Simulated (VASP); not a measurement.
# K4TeBr2 (P1) in VASP: relaxation of cell and atoms with PBE

Aim: the relaxation of cell and atoms of K4TeBr2 with PBE.

Everything below comes from runs of VASP 6.6.1. Logs are shortened: lines on timing, memory, paths and dates and some standing lists are left out, and cuts for length are marked.

## Step 1: The cell of the first run

The typed cell holds 7 atoms: a = 5.853 Å, b = 6.377 Å, c = 8.920 Å, α = 111.31°, β = 90.59°, γ = 88.62°.

## Step 2: Relaxation of cell and atoms, PBE

Input file INCAR:

```
SYSTEM = K4TeBr2
ALGO = Normal ; EDIFF = 1E-7
EDIFFG = -0.025 ; ENCUT = 600
GGA = PE ; IBRION = 2
ISIF = 3 ; ISMEAR = 0
LASPH = .TRUE. ; LCHARG = .FALSE.
LREAL = .FALSE. ; LWAVE = .FALSE.
NELM = 60 ; NSW = 80
PREC = Accurate ; SIGMA = 0.1
```

Input file KPOINTS:

```
k-points
0
G
  2 2 2
  0 0 0
```

Input file POSCAR:

```
K4TeBr2
1.0
   -0.0711985456      0.0050438616      5.8529175428
   -6.3768847142      0.0199757152      0.0755517576
    3.2157245384     -8.3198713185     -0.0450858112
K Te Br
4 1 2
Direct
    0.5064003450      0.8750814146      0.7608113589
    0.5190751109      0.0977085509      0.2453934613
    0.0102784554      0.5938135082      0.2208817350
   -0.0289421689      0.4099891938      0.7785370341
    1.0345682165      0.0214739308      0.0059778259
    0.4697690324      0.6900479033      0.3492149210
    0.4888510086      0.3118854983      0.6391836638
```

Potentials or basis: VASP PAW PBE potentials, release 64 (K_sv, Te, Br).

Launch:

```bash
> cat potpaw_PBE.64/K_sv/POTCAR potpaw_PBE.64/Te/POTCAR potpaw_PBE.64/Br/POTCAR > POTCAR
> mpirun -np 1 vasp_std > vasp.out
```

OUTCAR:

```text
SYSTEM = K4TeBr2
   EDIFF = 1E-7
   EDIFFG = -0.025
   ENCUT = 600
   GGA = PE
   IBRION = 2
   ISIF = 3
   ISMEAR = 0
   LASPH = .TRUE.
   LREAL = .FALSE.
   NELM = 60
   NSW = 80
   PREC = Accurate

 ion  position               nearest neighbor table
   1  0.506  0.875  0.761-   5 3.43   5 3.71
   2  0.519  0.098  0.245-   6 3.08   7 3.28   5 3.47   5 3.63
   3  0.010  0.594  0.221-   6 2.90   5 3.45   4 3.69
   4  0.971  0.410  0.779-   7 3.06   7 3.25   3 3.69   5 3.71   5 3.74
   5  0.035  0.021  0.006-   1 3.43   3 3.45   2 3.47   2 3.63   1 3.71   4 3.71   4 3.74
   6  0.470  0.690  0.349-   3 2.90   2 3.08
   7  0.489  0.312  0.639-   4 3.06   4 3.25   2 3.28

  LATTYP: Found a triclinic cell.
 ALAT       =     8.8815611723
 B/A-ratio  =     1.9828327903
 C/A-ratio  =     0.7180453322
 COS(alpha) =     0.0019168183
 COS(beta)  =     0.3530106995
 COS(gamma) =     0.8831331511

  Lattice vectors:

 A1 = (  -3.1611601758,  -8.2998956033,   0.0304659464)
 A2 = (  -0.0166341830, -16.6147230602,   5.8382976780)
 A3 = (  -6.3768847142,   0.0199757152,   0.0755517576)

Analysis of symmetry for initial positions (statically):
=====================================================================
 Subroutine PRICEL returns:
 Original cell was already a primitive cell.

 Routine SETGRP: Setting up the symmetry group for a
 triclinic supercell.

 Subroutine GETGRP returns: Found  1 space group operations
 (whereof  1 operations were pure point group operations)
 out of a pool of  2 trial point group operations.

The static configuration has the point symmetry C_1 .

Analysis of symmetry for dynamics (positions and initial velocities):
=====================================================================
 Subroutine PRICEL returns:
 Original cell was already a primitive cell.

 Routine SETGRP: Setting up the symmetry group for a
 triclinic supercell.

 Subroutine GETGRP returns: Found  1 space group operations
 (whereof  1 operations were pure point group operations)
 out of a pool of  2 trial point group operations.

The dynamic configuration has the point symmetry C_1 .

 Subroutine INISYM returns: Found  1 space group operations
 (whereof  1 operations are pure point group operations),
 and found     1 'primitive' translations

----------------------------------------------------------------------------------------

                                     Primitive cell

  volume of cell :     310.1048

  direct lattice vectors                    reciprocal lattice vectors
    -0.071198546  0.005043862  5.852917543     0.002024091 -0.000143672  0.170879707
    -6.376884714  0.019975715  0.075551758    -0.157028487 -0.060683221 -0.001857898
     3.215724538 -8.319871319 -0.045085811    -0.000375793 -0.120339952  0.000099134

  length of vectors
     5.853352752  6.377363543  8.919819269     0.170891755  0.168356321  0.120340580

  position of ions in fractional coordinates (direct lattice)
     0.506400345  0.875081415  0.760811359
     0.519075111  0.097708551  0.245393461
     0.010278455  0.593813508  0.220881735
     0.971057831  0.409989194  0.778537034
     0.034568216  0.021473931  0.005977826
     0.469769032  0.690047903  0.349214921
     0.488851009  0.311885498  0.639183664

  ion indices of the primitive-cell ions
   primitive index   ion index
                 1           1
                 2           2
                 3           3
                 4           4
                 5           5
                 6           6
                 7           7

----------------------------------------------------------------------------------------

 KPOINTS: k-points

Automatic generation of k-mesh.
 Grid dimensions read from file:
 generate k-points for:    2    2    2

 Generating k-lattice:

  Cartesian coordinates                     Fractional coordinates (reciprocal lattice)
     0.001012045 -0.000071836  0.085439854     0.500000000 -0.000000000  0.000000000
    -0.078514243 -0.030341611 -0.000928949     0.000000000  0.500000000 -0.000000000
    -0.000187896 -0.060169976  0.000049567     0.000000000 -0.000000000  0.500000000

  Length of vectors
     0.085445878  0.084178161  0.060170290

  Shift w.r.t. Gamma in fractional coordinates (k-lattice)
     0.000000000  0.000000000  0.000000000

 Subroutine IBZKPT returns following result:
 ===========================================

 Found      8 irreducible k-points:

 Following reciprocal coordinates:
            Coordinates               Weight
  0.000000  0.000000  0.000000      1.000000
  0.500000  0.000000  0.000000      1.000000
  0.000000  0.500000 -0.000000      1.000000
  0.500000  0.500000  0.000000      1.000000
  0.000000  0.000000  0.500000      1.000000
  0.500000  0.000000  0.500000      1.000000
  0.000000  0.500000  0.500000      1.000000
  0.500000  0.500000  0.500000      1.000000
   k-points           NKPTS =      8   k-points in BZ     NKDIM =      8   number of bands    NBANDS=     33
   number of dos      NEDOS =    301   number of ions     NIONS =      7
   total plane-waves  NPLWV = 186624
   dimension x,y,z NGX =    48 NGY =   54 NGZ =   72
   dimension x,y,z NGXF=    96 NGYF=  108 NGZF=  144
   ions per type =               4   1   2
   NGX,Y,Z   is equivalent  to a cutoff of  13.63, 14.08, 13.42 a.u.
   NGXF,Y,Z  is equivalent  to a cutoff of  27.27, 28.15, 26.84 a.u.
 SYSTEM =  K4TeBr2
   PREC   = accura    normal or accurate (medium, high low for compatibility)
   ISTART =      0    job   : 0-new  1-cont  2-samecut
   ICHARG =      2    charge: 1-file 2-atom 10-const
   ISPIN  =      1    spin polarized calculation?
   LNONCOLLINEAR =      F non collinear calculations
   LSORBIT =      F    spin-orbit coupling
   LASPH  =      T    aspherical Exc in radial PAW
   ENCUT  =  600.0 eV  44.10 Ry    6.64 a.u.  11.69 12.74 17.82*2*pi/ulx,y,z
   NELM   =     60;   NELMIN=  2; NELMDL= -5     # of ELM steps
   EDIFF  = 0.1E-06   stopping-criterion for ELM
   LREAL  =      F    real-space projection
   EDIFFG = -.3E-01   stopping-criterion for IOM
   NSW    =     80    number of steps for IOM
   IBRION =      2    ionic relax: 0-MD 1-quasi-New 2-CG
   NFREE  =      1    steps in history (QN), initial steepest desc. (CG)
   ISIF   =      3    stress and relaxation
   ISYM   =      2    0-nonsym 1-usesym 2-fastsym
   POTIM  = 0.5000    time-step for ionic-motion
   TEBEG  =    0.0;   TEEND  =   0.0 temperature during run
   PSTRESS=    0.0 pullay stress
   NELECT =      56.0000    total number of electrons
   NUPDOWN=      -1.0000    fix difference up-down
   EMIN   =  10.00;   EMAX   =-10.00  energy-range for DOS
   EFERMI =   0.00;   METHOD = LEGACY
   ISMEAR =     0;   SIGMA  =   0.10  broadening in eV -4-tet -1-fermi 0-gaus
   EFERMI_NEDOS =   21; number of points for ismear=-14 and -15
   IALGO  =     38    algorithm
   IMIX   =      4    mixing-type and parameters
     AMIX     =   0.40;   BMIX     =  1.00
     AMIX_MAG =   1.60;   BMIX_MAG =  1.00
  volume/ion in A,a.u.               =      44.30       298.96
  Fermi-wavevector in a.u.,A,eV,Ry     =   0.925340  1.748639 11.650044  0.856254
  Thomas-Fermi vector in A             =   2.051184
   LORBIT       =      0    0 simple, 1 ext, 2 COOP (PROOUT), +10 PAW based schemes
   GGA     = PE    functional components
   LHFCALC =     F    Hartree Fock is set to
   AEXX    =    0.0000 exact exchange contribution
   IVDW    =     0    specifies the selected vdW correction
   LEPSILON=     F    determine dielectric tensor
   LRPA    =     F    only Hartree local field effects (RPA)
 conjugate gradient relaxation of ions
 non-spin polarized calculation
 Gauss-broadening in eV      SIGMA  =   0.10
  energy-cutoff  :      600.00
  volume of cell :      310.10
 maximum number of plane-waves:     10369
 NGX is ok and might be reduce to    48
   NGX = 23   NGY = 25   NGZ = 35

--------------------------------------- Ionic step        1  -------------------------------------------

 number of electron      56.0000002 magnetization

 Free energy of the ion-electron system (eV)
  ---------------------------------------------------
  ext. energy  EPLUGINS =         0.00000000
  ---------------------------------------------------
  free energy    TOTEN  =       -20.03855867 eV

  energy without entropy =      -20.03855867  energy(sigma->0) =      -20.03855867

------------------------ aborting loop because EDIFF is reached ----------------------------------------

  FORCE on cell =-STRESS in cart. coord.  units (eV):
  Direction    XX          YY          ZZ          XY          YZ          ZX
  --------------------------------------------------------------------------------------
  -------------------------------------------------------------------------------------
  Total        0.2680819      1.1263242      1.9680487      0.0886822     -0.8432219      0.1366187
  in kB        1.3850632      5.8192293     10.1680548      0.4581824     -4.3565621      0.7058495
  external PRESSURE =       5.7907824 kB  Pullay stress =       0.0000000 kB
[... 67 lines left out ...]
  energy  without entropy=      -20.1234837642  energy(sigma->0) =      -20.12348376

--------------------------------------- Ionic step        3  -------------------------------------------

 number of electron      56.0000002 magnetization

 E-fermi :  -0.0168     XC(G=0):  -6.4375

 val. band max:       -0.5349043472   @ k =   0.0000   0.5000   0.5000
 cond. band min:       1.4608798745   @ k =   0.0000   0.0000   0.0000
 fundamental gap:      1.9957842217
 Fermi energy:        -0.0168305836

 k-point     1 :       0.0000    0.0000    0.0000
  band No.  band energies     occupation
      1     -30.7292      2.00000
      2     -30.6007      2.00000
      3     -30.3315      2.00000
      4     -30.2162      2.00000
      5     -14.5991      2.00000
      6     -14.4319      2.00000
[... 311 lines left out ...]
  FREE ENERGIE OF THE ION-ELECTRON SYSTEM (eV)
  ---------------------------------------------------
  free  energy   TOTEN  =       -20.1694709893 eV

  energy  without entropy=      -20.1694709893  energy(sigma->0) =      -20.16947099

[... ionic steps 4 to 9 ...]

--------------------------------------- Ionic step       10  -------------------------------------------

 number of electron      56.0000002 magnetization

------------------------ aborting loop because EDIFF is reached ----------------------------------------

  FORCE on cell =-STRESS in cart. coord.  units (eV):
  Direction    XX          YY          ZZ          XY          YZ          ZX
  --------------------------------------------------------------------------------------
  -------------------------------------------------------------------------------------
  Total       -0.0879973      0.0360459     -0.0754444     -0.0458535     -0.0019053      0.0358085
  in kB       -0.4409366      0.1806187     -0.3780365     -0.2297623     -0.0095471      0.1794288
  external PRESSURE =      -0.2127848 kB  Pullay stress =       0.0000000 kB
[... 67 lines left out ...]
  energy  without entropy=      -20.2744084956  energy(sigma->0) =      -20.27440850

--------------------------------------- Ionic step       12  -------------------------------------------

 number of electron      56.0000001 magnetization

 Free energy of the ion-electron system (eV)
  ---------------------------------------------------
  ext. energy  EPLUGINS =         0.00000000
  ---------------------------------------------------
  free energy    TOTEN  =       -20.27522287 eV

  energy without entropy =      -20.27522287  energy(sigma->0) =      -20.27522287

 E-fermi :   0.1475     XC(G=0):  -6.5430

 val. band max:       -0.4090989367   @ k =   0.0000   0.5000  -0.0000
 cond. band min:       1.6483296221   @ k =   0.0000   0.0000   0.0000
 fundamental gap:      2.0574285589
 Fermi energy:         0.1475449960

 k-point     1 :       0.0000    0.0000    0.0000
  band No.  band energies     occupation
      1     -30.4435      2.00000
      2     -30.4286      2.00000
      3     -30.1012      2.00000
      4     -30.0973      2.00000
      5     -14.5427      2.00000
      6     -14.3846      2.00000
[... 311 lines left out ...]
  FREE ENERGIE OF THE ION-ELECTRON SYSTEM (eV)
  ---------------------------------------------------
  free  energy   TOTEN  =       -20.2752228668 eV

  energy  without entropy=      -20.2752228668  energy(sigma->0) =      -20.27522287

 reached required accuracy - stopping structural energy minimisation
```

Wall time 32 min (1 thread of Intel Xeon 8259CL, shared host); peak memory 0.55 GiB.

What came out:

| Property | Result |
| --- | --- |
| Free energy | -20.2752 eV |
| Relaxed volume | 45.56 Å³/atom |
| Relaxed cell | a = 5.954 Å, b = 6.285 Å, c = 9.089 Å, α = 110.29°, β = 90.40°, γ = 89.93° |
| Space group after relaxing (to 0.1 Å) | Cmmm (No. 65) |
| Energy gained by relaxing | 33.8 meV/atom |
| Ionic steps | 12 |
| Pressure after relaxing | 0.0 GPa |
| Largest force after relaxing | 0.021 eV/Å |
| Band gap on the k mesh | 2.06 eV (least direct gap 2.06 eV) |

Forces on the atoms (eV/Å):
```
K    0.004 -0.006 -0.003
K   -0.021  0.000  0.000
K   -0.005  0.002  0.016
K    0.013 -0.003 -0.013
Te  -0.002  0.001 -0.001
Br   0.004 -0.002 -0.010
Br   0.007  0.008  0.011
```

Step by step:
| step | energy change (eV) | largest force (eV/Å) | pressure (GPa) | volume (Å³) |
| --- | --- | --- | --- | --- |
| 1 | 0.0000 | 0.7556 | 0.58 | 310.10 |
| 2 | -0.0849 | 0.4928 | 0.16 | 317.33 |
| 3 | -0.1309 | 0.2756 | -0.37 | 329.70 |
| 4 | -0.1644 | 0.2370 | -0.24 | 325.56 |
| 5 | -0.1989 | 0.1760 | 0.17 | 315.61 |
| 6 | -0.2147 | 0.1276 | 0.08 | 317.59 |
| 7 | -0.2244 | 0.0957 | -0.04 | 320.96 |
| 8 | -0.2290 | 0.0798 | -0.02 | 320.02 |
| 9 | -0.2336 | 0.0597 | 0.05 | 317.78 |
| 10 | -0.2357 | 0.0287 | -0.02 | 319.75 |
| 11 | -0.2358 | 0.0276 | -0.05 | 320.53 |
| 12 | -0.2367 | 0.0205 | 0.03 | 318.95 |

Final structure:
```xyz
7
Lattice="-0.0026 0.0189 5.9536 -6.2848 0.0024 0.0048 3.1490 -8.5257 -0.0346" Properties=species:S:1:pos:R:3 pbc="T T T"
K    -3.1551   -6.4119    2.9477
K     0.0240   -2.0874    2.9788
K    -3.1228   -1.8326    0.0074
K    -0.0217   -6.6717    5.9143
Te    0.0001   -0.0006    0.0011
Br   -3.1300   -2.9776    2.9971
Br   -0.0097   -5.5313    2.9248
```

Levels at points of the mesh, in eV from the valence-band top:
| k point | band 25 | band 26 | band 27 | band 28 | band 29 | band 30 | band 31 | band 32 |
| --- | --- | --- | --- | --- | --- | --- | --- | --- |
| (0.00, 0.00, 0.00) | -1.81 | -0.35 | -0.16 | -0.01 | 2.06 | 3.70 | 4.65 | 4.87 |
| (0.50, 0.00, 0.00) | -1.82 | -0.42 | -0.18 | -0.13 | 3.30 | 4.20 | 4.24 | 4.58 |
| (0.00, 0.50, 0.00) | -1.90 | -0.46 | -0.18 | 0.00 | 3.39 | 3.78 | 4.20 | 4.75 |
| (0.50, 0.50, 0.00) | -1.87 | -0.38 | -0.32 | -0.05 | 3.64 | 3.67 | 4.05 | 4.73 |
| (0.00, 0.00, 0.50) | -1.80 | -0.45 | -0.16 | 0.00 | 3.09 | 3.17 | 4.06 | 4.63 |
| (0.50, 0.00, 0.50) | -1.81 | -0.31 | -0.18 | -0.13 | 3.81 | 3.95 | 4.12 | 4.54 |
| (0.00, 0.50, 0.50) | -1.92 | -0.46 | -0.18 | 0.00 | 3.40 | 3.79 | 4.19 | 4.73 |
| (0.50, 0.50, 0.50) | -1.88 | -0.38 | -0.32 | -0.05 | 3.63 | 3.68 | 4.04 | 4.74 |

Caveat: the k points lie up to 0.53 Å⁻¹ apart in the final cell; spin-orbit coupling is left out, which moves the levels of the heavy elements.
